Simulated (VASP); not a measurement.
SrTiO3: single point with PBEsol

SrTiO3:

```
Sr Ti O
1.0
     3.94949    0.00000    0.00000
     0.00000    3.94949    0.00000
     0.00000    0.00000    4.00785
Sr Ti O
1 1 3
Direct
  0.00000 0.00000 0.00000
  0.50000 0.50000 0.50000
  0.00000 0.50000 0.50000
  0.50000 0.00000 0.50000
  0.50000 0.50000 0.00000
```

This cell differs from its parent crystal: strain +0.015 along x and y, +0.030 along z.

```yaml
Program: VASP 6.6.1
Task: single point
Functional: PBEsol
Potentials_or_basis: VASP PAW PBE potentials, release 64 (Sr_sv, Ti_sv, O)
Cutoff: 520 eV
k_mesh: 8 × 8 × 8
Occupations: gaussian, width 0.05 eV
Spin: no spin polarisation
Dipole_correction: no
Further_INCAR_settings: ALGO = Normal; EDIFF = 1e-07; NBANDS = 28
```

```yaml
Pressure: -9.1 GPa
Band_gap_on_the_k_mesh: 1.69 eV, indirect (least direct gap 2.09 eV)
```

Stress tensor (GPa, compression positive):
```
 -8.16   0.00   0.00
  0.00  -8.16   0.00
  0.00   0.00 -10.87
```

Levels at points of the mesh, in eV from the valence-band top:
```tsv
k point	band 16	band 17	band 18	band 19	band 20	band 21	band 22	band 23	band 24	band 25
(0.00, 0.00, 0.00)	-1.11	-1.11	-0.41	-0.40	-0.40	1.69	1.69	1.71	3.92	4.04
(0.50, 0.00, 0.00)	-2.36	-2.33	-1.91	-0.77	-0.76	1.85	3.55	3.56	3.95	6.06
(0.50, 0.50, 0.00)	-2.81	-1.80	-1.51	-1.51	-0.08	3.56	3.56	4.00	4.78	7.63
(0.00, 0.00, 0.50)	-2.19	-2.19	-1.90	-0.75	-0.75	1.85	3.43	3.43	4.04	5.99
(0.50, 0.00, 0.50)	-2.67	-1.79	-1.59	-1.59	-0.13	3.43	3.56	3.93	4.92	7.56
(0.50, 0.50, 0.50)	-3.63	-3.63	-0.03	-0.03	0.00	4.12	4.12	4.20	6.63	6.63
```

Wall time 2.4 min on 1 thread of Intel(R) Xeon(R) Platinum 8488C (Sapphire Rapids) (shared host), peak memory 0.26 GiB.

Caveat: the cell differs from its parent crystal (strain +0.015 along x and y, +0.030 along z); the PAW data sets were made with another functional, which shifts forces and pressure a little. A k mesh can miss the band edges.
